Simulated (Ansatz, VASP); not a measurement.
Two plane-wave programs on Ti

The input INCAR:

```
SYSTEM = Ti
ALGO = Normal
EDIFF = 1E-6
ENCUT = 500
GGA = PS
GGA_COMPAT = .False.
ISIF = 2
ISMEAR = 0
LASPH = .True.
LCHARG = .False.
LREAL = .False.
LWAVE = .False.
NBANDS = 19
NELM = 120
PREC = Accurate
SIGMA = 0.1
```

File KPOINTS:

```
k-points
0
Gamma
  4 4 4
  0 0 0
```

Contents of POSCAR:

```
Ti
1.0
    0.0000000000      3.4480034714      3.4480034714
    3.4480034714      0.0000000000      3.4480034714
    3.4480034714      3.4480034714      0.0000000000
Ti
2
Direct
    0.5000000000      0.5000000000      0.5000000000
    0.7500000000      0.7500000000      0.7500000000
```

Input for Ansatz:

```yaml
crystal:
  lattice:
    - [0.0, 3.4480034714, 3.4480034714]
    - [3.4480034714, 0.0, 3.4480034714]
    - [3.4480034714, 3.4480034714, 0.0]
  atoms:
    - { symbol: Ti, position: [0.5, 0.5, 0.5] }
    - { symbol: Ti, position: [0.75, 0.75, 0.75] }
basis:
  ecutwfc: 420
kpoints:
  mp_grid: { grid: [4, 4, 4] }
hamiltonian:
  xc: pbesol
scf:
  occupations: { method: gaussian, width: 0.1 }
output:
  forces: true
  stress: true
  eigenvalues: true
```

Alike in both runs: task single point; functional PBEsol; k mesh 4 × 4 × 4; occupations gaussian, width 0.1 eV; no spin polarisation.

|  | VASP | Ansatz |
| --- | --- | --- |
| version | VASP 6.6.1 | Ansatz 0.2.0 |
| potentials or method | VASP PAW PBE potentials, release 64 (Ti_sv), cutoff 500 eV | scalar-relativistic, plane waves, PAW |
| valence electrons in the cell | 24 | 24 |

|  | VASP | Ansatz | Ansatz less VASP |
| --- | --- | --- | --- |
| gap on the k mesh at the Fermi level (eV) | none | none | - |
| pressure (GPa) | -8.3 | -8.2 | +0.05 |

VASP's potentials were made for PBE, not for PBEsol. A gap of «none» marks a metal or a gap that the smearing closes.

The k mesh is coarse, so the values compare programs but aren't converged.
